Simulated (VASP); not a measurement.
Set up this calculation in VASP 6.6.1, as the native input.

```
Task                   : single point
Functional             : LDA
Potentials or basis    : VASP PAW LDA potentials, release 64 (Si, C)
Cutoff                 : 520 eV
k mesh                 : 8 × 8 × 4
Occupations            : gaussian, width 0.01 eV
Spin                   : no spin polarisation
Dipole correction      : no
Further INCAR settings : ALGO = Normal; EDIFF = 1e-06; NBANDS = 16
```

The structure of SiC lies in POSCAR:

```
SiC
1.0
    3.0410800508      0.0000000000      0.0000000000
   -1.5205400254      2.6336525789      0.0000000000
    0.0000000000      0.0000000000      5.0211674967
Si C
2 2
Direct
    0.3333333333      0.6666666667      0.0049350297
    0.6666666667      0.3333333333      0.5049350297
    0.3333333333      0.6666666667      0.3800649703
    0.6666666667      0.3333333333      0.8800649703
```

This cell differs from its parent crystal: in-plane strain -0.005, then relaxed in part.

These files were run (other wordings do the same):

INCAR

```
PREC     = Accurate       # precision mode
ENCUT    = 520            # plane-wave cutoff, eV
EDIFF    = 1E-6           # SCF threshold, eV
ISMEAR   = 0              # smearing method
SIGMA    = 0.01           # smearing width, eV
LREAL    = False          # projectors in reciprocal space
LASPH    = True           # aspherical terms in the spheres
NELM     = 80             # most SCF steps
ALGO     = Normal         # electronic algorithm
ISIF     = 2              # what is computed and relaxed
LWAVE    = False          # write WAVECAR
LCHARG   = True           # write CHGCAR
GGA      = CA             # functional
LELF     = True           # ELF
LVHAR    = True         
NBANDS   = 16             # bands
```

KPOINTS

```
Automatic mesh
0
Gamma
  8 8 4
```

Potentials or basis: VASP PAW LDA potentials, release 64 (Si, C).

Launch:

```sh
$ cat potpaw_LDA.64/Si/POTCAR potpaw_LDA.64/C/POTCAR > POTCAR
$ mpirun -np 1 vasp_std > vasp.out
```

Results of the run:

- Pressure: 2.5 GPa
- Band gap on the k mesh: 2.32 eV, indirect (least direct gap 3.98 eV)

Caveat: the cell differs from its parent crystal (in-plane strain -0.005, then relaxed in part).

It took 22 s on 1 thread of AMD EPYC 7R43 64-Core Processor (Zen 3), with other jobs on the host, peak memory 0.11 GiB.
